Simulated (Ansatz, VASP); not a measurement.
Co: VASP beside Ansatz

```xyz
2
Lattice="2.3877 0.0000 0.0000 -1.1939 2.0678 0.0000 0.0000 0.0000 3.8495" Properties=species:S:1:pos:R:3 pbc="T T T"
Co    0.0000    1.3786    0.9624
Co    1.1939    0.6893    2.8871
```

Change from the starting cell: volume scaled by 0.95, PAW files.

Alike in both runs: task single point; functional LDA; k mesh 18 × 18 × 10; occupations fermi-dirac, width 0.1 eV; collinear spin.

|  | VASP | Ansatz |
| --- | --- | --- |
| version | VASP 6.6.1 | Ansatz 0.2.0 |
| potentials or method | VASP PAW LDA potentials, release 64 (Co) | PAW with Ansatz's default frozen-core files, scalar-relativistic |
| plane-wave cutoff (eV) | 600 | 420 |
| valence electrons in the cell | 18 | 34 |

|  | VASP | Ansatz | Ansatz less VASP |
| --- | --- | --- | --- |
| pressure (GPa) | 12.4 | 14.8 | +2.39 |
| traceless stress, the component that is largest in VASP (GPa) | -0.30 | 0.00 | +0.291 |
| net moment per atom (μB) | 1.30 | 1.38 | +0.083 |
| size of the moment on the site where the two differ most (μB) | 1.29 | 1.42 | +0.133 |

LDA's correlation is that of Perdew and Zunger in VASP and of Perdew and Wang (1992) in Ansatz. Site moments also hang on the region over which each program counts them. VASP's potentials hold 18 valence electrons a cell and Ansatz's 34, so a difference there can come from the potentials and not from the codes.
